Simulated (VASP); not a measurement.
# Eu (Im-3m) in VASP: notebook, part 2 of 2

VASP 6.6.1. The steps go on from the part before.

## Step 4: Single point, LDA, collinear spin, ferromagnetic start

INCAR

```
PREC = Accurate ; ENCUT = 520
EDIFF = 1E-7 ; ISMEAR = 1
SIGMA = 1.0 ; LREAL = False
LASPH = True ; NELM = 150
ALGO = Normal ; ISIF = 2
LWAVE = False ; LCHARG = False
ISPIN = 2 ; MAGMOM = 6.925
LORBIT = 11 ; LMAXMIX = 6
GGA = CA ; NBANDS = 18
```

KPOINTS

```
Automatic mesh
0
Gamma
  11 11 11
```

POSCAR

```
Eu
1.0
   -2.0544259245      2.0544259245      2.0544259245
    2.0544259245     -2.0544259245      2.0544259245
    2.0544259245      2.0544259245     -2.0544259245
Eu
1
Direct
    0.0000000000      0.0000000000      0.0000000000
```

Potentials or basis: VASP PAW PBE potentials, release 64 (Eu).

On the command line:

```
$ cat potpaw_PBE.64/Eu/POTCAR > POTCAR
$ mpirun -np 1 vasp_std > vasp.out
```

OUTCAR:

```text
PREC = Accurate
   ENCUT = 520
   EDIFF = 1E-7
   ISMEAR = 1
   LREAL = False
   LASPH = True
   NELM = 150
   ISIF = 2
   ISPIN = 2
   LORBIT = 11
   GGA = CA

 ion  position               nearest neighbor table
   1  0.000  0.000  0.000-

  LATTYP: Found a body centered cubic cell.
 ALAT       =     4.1088518490

  Lattice vectors:

 A1 = (  -2.0544259245,   2.0544259245,   2.0544259245)
 A2 = (   2.0544259245,  -2.0544259245,   2.0544259245)
 A3 = (   2.0544259245,   2.0544259245,  -2.0544259245)

Analysis of symmetry for initial positions (statically):
=====================================================================
 Subroutine PRICEL returns:
 Original cell was already a primitive cell.

 Routine SETGRP: Setting up the symmetry group for a
 body centered cubic supercell.

 Subroutine GETGRP returns: Found 48 space group operations
 (whereof 48 operations were pure point group operations)
 out of a pool of 48 trial point group operations.

The static configuration has the point symmetry O_h .

Analysis of symmetry for dynamics (positions and initial velocities):
=====================================================================
 Subroutine PRICEL returns:
 Original cell was already a primitive cell.

 Routine SETGRP: Setting up the symmetry group for a
 body centered cubic supercell.

 Subroutine GETGRP returns: Found 48 space group operations
 (whereof 48 operations were pure point group operations)
 out of a pool of 48 trial point group operations.

The dynamic configuration has the point symmetry O_h .

Analysis of structural, dynamic, and magnetic symmetry:
=====================================================================
 Subroutine PRICEL returns:
 Original cell was already a primitive cell.

 Routine SETGRP: Setting up the symmetry group for a
 body centered cubic supercell.

 Subroutine GETGRP returns: Found 48 space group operations
 (whereof 48 operations were pure point group operations)
 out of a pool of 48 trial point group operations.

The overall configuration has the point symmetry O_h .

 Subroutine INISYM returns: Found 48 space group operations
 (whereof 48 operations are pure point group operations),
 and found     1 'primitive' translations

----------------------------------------------------------------------------------------

                                     Primitive cell

  volume of cell :      34.6842

  direct lattice vectors                    reciprocal lattice vectors
    -2.054425924  2.054425924  2.054425924     0.000000000  0.243376991  0.243376991
     2.054425924 -2.054425924  2.054425924     0.243376991  0.000000000  0.243376991
     2.054425924  2.054425924 -2.054425924     0.243376991  0.243376991  0.000000000

  length of vectors
     3.558370082  3.558370082  3.558370082     0.344187042  0.344187042  0.344187042

  position of ions in fractional coordinates (direct lattice)
     0.000000000  0.000000000  0.000000000

  ion indices of the primitive-cell ions
   primitive index   ion index
                 1           1

----------------------------------------------------------------------------------------

 KPOINTS: Automatic mesh

Automatic generation of k-mesh.
 Grid dimensions read from file:
 generate k-points for:   11   11   11

 Generating k-lattice:

  Cartesian coordinates                     Fractional coordinates (reciprocal lattice)
[... 44 lines left out ...]
   total plane-waves  NPLWV =  21952
   dimension x,y,z NGX =    28 NGY =   28 NGZ =   28
   dimension x,y,z NGXF=    56 NGYF=   56 NGZF=   56
   ions per type =               1
   NGX,Y,Z   is equivalent  to a cutoff of  13.08, 13.08, 13.08 a.u.
   NGXF,Y,Z  is equivalent  to a cutoff of  26.16, 26.16, 26.16 a.u.
 SYSTEM =  unknown system
   PREC   = accura    normal or accurate (medium, high low for compatibility)
   ISTART =      0    job   : 0-new  1-cont  2-samecut
   ICHARG =      2    charge: 1-file 2-atom 10-const
   ISPIN  =      2    spin polarized calculation?
   LNONCOLLINEAR =      F non collinear calculations
   LSORBIT =      F    spin-orbit coupling
   LASPH  =      T    aspherical Exc in radial PAW
   ENCUT  =  520.0 eV  38.22 Ry    6.18 a.u.   6.62  6.62  6.62*2*pi/ulx,y,z
   NELM   =    150;   NELMIN=  2; NELMDL= -5     # of ELM steps
   EDIFF  = 0.1E-06   stopping-criterion for ELM
   LREAL  =      F    real-space projection
   EDIFFG = 0.1E-05   stopping-criterion for IOM
   NSW    =      0    number of steps for IOM
   IBRION =     -1    ionic relax: 0-MD 1-quasi-New 2-CG
   NFREE  =      0    steps in history (QN), initial steepest desc. (CG)
   ISIF   =      2    stress and relaxation
   ISYM   =      2    0-nonsym 1-usesym 2-fastsym
   POTIM  = 0.5000    time-step for ionic-motion
   TEBEG  =    0.0;   TEEND  =   0.0 temperature during run
   PSTRESS=    0.0 pullay stress
   NELECT =      17.0000    total number of electrons
   NUPDOWN=      -1.0000    fix difference up-down
   EMIN   =  10.00;   EMAX   =-10.00  energy-range for DOS
   EFERMI =   0.00;   METHOD = LEGACY
   ISMEAR =     1;   SIGMA  =   1.00  broadening in eV -4-tet -1-fermi 0-gaus
   EFERMI_NEDOS =   21; number of points for ismear=-14 and -15
   IALGO  =     38    algorithm
   IMIX   =      4    mixing-type and parameters
     AMIX     =   0.40;   BMIX     =  1.00
     AMIX_MAG =   1.60;   BMIX_MAG =  1.00
  volume/ion in A,a.u.               =      34.68       234.06
  Fermi-wavevector in a.u.,A,eV,Ry     =   1.290765  2.439193 22.668331  1.666075
  Thomas-Fermi vector in A             =   2.422577
   LORBIT       =     11    0 simple, 1 ext, 2 COOP (PROOUT), +10 PAW based schemes
   GGA     = CA    functional components
   LHFCALC =     F    Hartree Fock is set to
   AEXX    =    0.0000 exact exchange contribution
   IVDW    =     0    specifies the selected vdW correction
   LEPSILON=     F    determine dielectric tensor
   LRPA    =     F    only Hartree local field effects (RPA)
 spin polarized calculation
 Methfessel and Paxton  Order N= 1 SIGMA  =   1.00
  energy-cutoff  :      520.00
  volume of cell :       34.68
 maximum number of plane-waves:       959
   NGX = 13   NGY = 13   NGZ = 13

 number of electron      17.0000002 magnetization       7.2613335

 Free energy of the ion-electron system (eV)
  ---------------------------------------------------
  ext. energy  EPLUGINS =         0.00000000
  ---------------------------------------------------
  free energy    TOTEN  =       -11.24476776 eV

  energy without entropy =      -11.32648960  energy(sigma->0) =      -11.27200837

 E-fermi :   2.6055     XC(G=0):  -9.9474

 val. band max:        2.6040474680   @ k =  -0.3636   0.4545   0.1818
 cond. band min:       2.6062154426   @ k =  -0.4545  -0.4545   0.1818
 fundamental gap:      0.0021679746
 Fermi energy:         2.6055051588

 spin component 1

 k-point     1 :       0.0000    0.0000    0.0000
  band No.  band energies     occupation
      1     -38.8259      1.00000
      2     -17.2931      1.00000
      3     -17.2931      1.00000
      4     -17.2931      1.00000
      5      -1.9847      1.00000
      6       1.7011      1.01215
[... 493 lines left out ...]
     17       9.4953     -0.00000
     18      10.6860     -0.00000

 [... further k-points ...]

 spin component 2

 k-point     1 :       0.0000    0.0000    0.0000
  band No.  band energies     occupation
      1     -36.0196      1.00000
      2     -15.0885      1.00000
      3     -15.0885      1.00000
      4     -15.0885      1.00000
      5      -1.1911      1.00000
      6       5.4543     -0.00021
[... 493 lines left out ...]
     17      10.7896     -0.00000
     18      12.0476     -0.00000

 [... further k-points ...]
[... 5 lines left out ...]
  --------------------------------------------------------------------------------------
  -------------------------------------------------------------------------------------
  Total       -0.0997713     -0.0997713     -0.0997713     -0.0000000      0.0000000     -0.0000000
  in kB       -4.6087691     -4.6087691     -4.6087691     -0.0000000      0.0000000     -0.0000000
  external PRESSURE =      -4.6087691 kB  Pullay stress =       0.0000000 kB

 VOLUME and BASIS-vectors are now :
 -----------------------------------------------------------------------------
  energy-cutoff  :      520.00
  volume of cell :       34.68
      direct lattice vectors                 reciprocal lattice vectors
    -2.054425924  2.054425924  2.054425924     0.000000000  0.243376991  0.243376991
     2.054425924 -2.054425924  2.054425924     0.243376991  0.000000000  0.243376991
     2.054425924  2.054425924 -2.054425924     0.243376991  0.243376991  0.000000000

 POSITION                                       TOTAL-FORCE (eV/Angst)
 -----------------------------------------------------------------------------------
      0.00000      0.00000      0.00000        -0.000000      0.000000     -0.000000
 -----------------------------------------------------------------------------------
    total drift:                                0.000000     -0.000000     -0.000000

  FREE ENERGIE OF THE ION-ELECTRON SYSTEM (eV)
  ---------------------------------------------------
  free  energy   TOTEN  =       -11.2447677597 eV

  energy  without entropy=      -11.3264896044  energy(sigma->0) =      -11.27200837

 total charge

# of ion       s       p       d       f       tot
--------------------------------------------------
    1        2.092   5.636   0.436   6.533  14.696

 magnetization (x)

# of ion       s       p       d       f       tot
--------------------------------------------------
    1        0.003  -0.062   0.193   6.528   6.662
```

stdout:

```text
POSCAR found type information on POSCAR Eu
 POSCAR found :  1 types and       1 ions
 scaLAPACK will be used
 -----------------------------------------------------------------------------
|                                                                             |
|                                                                             |
|     You enforced a specific xc type in the INCAR file but a different       |
|     I HOPE YOU KNOW WHAT YOU ARE DOING!                                     |
|                                                                             |
 -----------------------------------------------------------------------------

 LDA part: xc-table for (Slater(with rela. corr.)+CA(PZ))
 , standard interpolation
 POSCAR, INCAR and KPOINTS ok, starting setup
 FFT: planning ... GRIDC
 FFT: planning ... GRID_SOFT
 FFT: planning ... GRID
 WAVECAR not read
 entering main loop
```

Wall time 60 s (1 thread of Intel Xeon Platinum 8488C (Sapphire Rapids), shared host); peak memory 0.2 GiB.

What came out:

- Free energy: -11.2448 eV
- Pressure: -0.5 GPa
- Net moment: 7.26 μB per cell
- Site moments: Eu +6.66 μB
- Valence electrons inside the program's atomic spheres: Eu 14.70

Levels at points of the mesh, in eV from the Fermi level:
Spin up:
```
           k point  band 8  band 9  band 10  band 11  band 12  band 13  band 14  band 15  band 16  band 17
(0.00, 0.00, 0.00)   -0.90   -0.65    -0.65    -0.65    -0.58     1.80     1.80     1.80     3.97     3.97
```
Spin down:
| k point | band 1 | band 2 | band 3 | band 4 | band 5 | band 6 | band 7 | band 8 | band 9 | band 10 |
| --- | --- | --- | --- | --- | --- | --- | --- | --- | --- | --- |
| (0.00, 0.00, 0.00) | -38.63 | -17.69 | -17.69 | -17.69 | -3.80 | 2.85 | 2.85 | 2.85 | 3.22 | 3.22 |

Caveat: the PAW data sets were made with another functional, which shifts forces and pressure a little; spin-orbit coupling is left out, which moves the levels of the heavy elements. The state reached can hang on the start; a lower one may exist.

## Step 5: The runs side by side

```tsv
smearing	gap on the mesh (eV)	pressure (GPa)	moment (μB)
methfessel-paxton 0.3 eV	none	-0.5	7.18
methfessel-paxton 0.6 eV	none	-0.6	7.18
methfessel-paxton 1 eV	none	-0.5	7.26
```

Alike in all rows: task single point; level LDA; potentials or basis VASP PAW PBE potentials, release 64 (Eu); spin collinear, ferromagnetic start; cell as given; k mesh 11 × 11 × 11; cutoff (eV) 520.

Every run on the cell as given and a fine mesh finds a metal.

Caveats: the PAW data sets were made with another functional, which shifts forces and pressure a little; spin-orbit coupling is left out, which moves the levels of the heavy elements.

Total energies depend on the potentials used, so only differences within one code and one set of settings carry meaning.
